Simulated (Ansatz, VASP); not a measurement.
# Si4Ge: VASP beside Ansatz

INCAR

```
PREC = Accurate
ENCUT = 500
EDIFF = 1E-7
ISMEAR = 0
SIGMA = 0.2
LREAL = False
LASPH = True
NELM = 120
ALGO = Normal
ISIF = 3
LWAVE = False
LCHARG = False
GGA = PE
IBRION = 2
NSW = 36
EDIFFG = -0.08
GGA_COMPAT = False
NELMIN = 4
```

KPOINTS

```
regular mesh
0
Gamma
  3 3 5
```

File POSCAR:

```
Si4Ge
1.0
    3.2965948400     -3.9534215300      0.0000000000
    3.2965948400      3.9534215300      0.0000000000
    0.0000000000      0.0000000000      3.0039628900
Si Ge
4 1
Direct
    0.7327440800      0.2672559200      0.5000000000
    0.2835574700      0.2835574700      0.0000000000
    0.7164425300      0.7164425300      0.0000000000
    0.2672559200      0.7327440800      0.5000000000
    0.5000000000      0.5000000000      0.5000000000
```

Input for Ansatz:

```yaml
crystal:
  lattice:
    - [3.29659484, -3.95342153, 0.0]
    - [3.29659484, 3.95342153, 0.0]
    - [0.0, 0.0, 3.00396289]
  atoms:
    - { symbol: Si, position: [0.73274408, 0.26725592, 0.5] }
    - { symbol: Si, position: [0.28355747, 0.28355747, 0.0] }
    - { symbol: Si, position: [0.71644253, 0.71644253, 0.0] }
    - { symbol: Si, position: [0.26725592, 0.73274408, 0.5] }
    - { symbol: Ge, position: [0.5, 0.5, 0.5] }
basis:
  ecutwfc: 420
kpoints:
  mp_grid: { grid: [3, 3, 5] }
hamiltonian:
  xc: pbe
scf:
  occupations: { method: gaussian, width: 0.2 }
  lower_state_search: "off"
output:
  forces: true
  stress: true
  eigenvalues: true
relax:
  adjacent_minimum: "off"
  f_tol: 0.08
  max_steps: 16
  cell: { stress_tol: 0.8 }
```

Change from the starting cell: species swapped into the FeCl4 type (Cmmm, No. 65).

Alike in both runs: task relaxation of cell and atoms; functional PBE; k mesh 3 × 3 × 5; occupations gaussian, width 0.2 eV; no spin polarisation.

|  | VASP | Ansatz |
| --- | --- | --- |
| version | VASP 6.6.1 | Ansatz 0.2.0 |
| potentials or method | VASP PAW PBE potentials, release 64 (Si, Ge_d), cutoff 500 eV | scalar-relativistic, plane waves, PAW |
| valence electrons in the cell | 30 | 30 |

|  | VASP | Ansatz | Ansatz less VASP |
| --- | --- | --- | --- |
| gap on the k mesh at the Fermi level, each at its own relaxed structure (eV) | none | none | - |
| relaxed volume (Å³/atom) | 18.20 | 17.78 | -0.420 |
| relaxed cell length with the largest relative difference (Å) | 3.249 | 2.946 | -0.3030 |

A gap of «none» marks a metal or a gap that the smearing closes. One of these differences is far larger than is usual between the two programs; its cause wasn't traced.

The k mesh is coarse, so the values compare programs but aren't converged. Noted on VASP's run: the volume moved by over 15 % at a fixed basis, so the end points are rough.
